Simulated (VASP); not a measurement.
Crystal: Ni.

```
CELL_PARAMETERS angstrom
0.00000 -1.76775 -1.76775
-3.53550 -1.76775 -1.76775
0.00000 1.76775 -1.76775
ATOMIC_POSITIONS crystal
Ni 0.00000 0.00000 0.00000
Ni 0.00000 0.50000 0.50000
```

Base run:

```yaml
Program: VASP 6.6.1
Functional: PBE
Potentials_or_basis: VASP PAW PBE potentials, release 64 (Ni)
Cutoff: 520 eV
k_mesh: 13 × 8 × 11
Occupations: gaussian, width 0.1 eV
Spin: no spin polarisation
```

Its results: pressure -3.8 GPa.

Task: The run is repeated on the same cell with these changes: spin from no spin polarisation to collinear spin; further incar settings from ALGO = Normal; EDIFF = 1e-07; NBANDS = 17; ISYM = 0 to ALGO = Normal; EDIFF = 1e-06; NBANDS = 21; ISYM = 0. What comes out?

Result: Pressure -2.8 GPa; net moment 1.25 μB per cell; site moments Ni +0.64 μB.

Caveats: the cell stands under tension (at least some runs).
